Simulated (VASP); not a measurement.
Set up this calculation in VASP 6.6.1, as the native input.

```yaml
Task: single point
Functional: PBE
Potentials_or_basis: VASP PAW PBE potentials, release 64 (Co, Au)
Cutoff: 520 eV
k_mesh: 6 × 6 × 6
Occupations: gaussian, width 0.1 eV
Spin: collinear spin, ferromagnetic start
Starting_moments: "[2.0, 0.0] μB"
Dipole_correction: no
Further_INCAR_settings: ALGO = Fast; EDIFF = 1e-07; NBANDS = 21
```

The structure of CoAu lies in POSCAR:

```
CoAu
1.0
   -1.9136121989     -1.9136121989     -3.8272243977
   -1.9136121989     -3.8272243977     -1.9136121989
   -3.8272243977     -1.9136121989     -1.9136121989
Co Au
1 1
Direct
    0.0000000000      0.0000000000      0.0000000000
    0.5000000000      0.5000000000      0.5000000000
```

The input as run:

INCAR

```
SYSTEM = CoAu
  PREC = Accurate
  ENCUT = 520
  EDIFF = 1E-7
  ISMEAR = 0
  SIGMA = 0.1
  LREAL = .FALSE.
  LASPH = .TRUE.
  NELM = 150
  ALGO = Fast
  ISIF = 2
  LWAVE = .FALSE.
  LCHARG = .FALSE.
  ISPIN = 2
  MAGMOM = 2 0
  LORBIT = 11
  LMAXMIX = 4
  GGA = PE
  NBANDS = 21
```

KPOINTS

```
regular mesh
0
G
  6 6 6
  0 0 0
```

Potentials or basis: VASP PAW PBE potentials, release 64 (Co, Au).

Command:

```console
$ cat potpaw_PBE.64/Co/POTCAR potpaw_PBE.64/Au/POTCAR > POTCAR
$ mpirun -np 1 vasp_std > vasp.out
```

Results of the run:

| Item | Value |
| --- | --- |
| Pressure | 8.7 GPa |
| Net moment | 1.45 μB per cell |
| Site moments | Co +1.58; Au -0.06 μB |
| Valence electrons inside the program's atomic spheres | Co 8.00; Au 9.85 |

Caveat: the k points lie up to 0.45 Å⁻¹ apart.

Wall time 48 s on 1 thread of Intel(R) Xeon(R) 6975P-C (Granite Rapids) (shared host), peak memory 0.26 GiB.
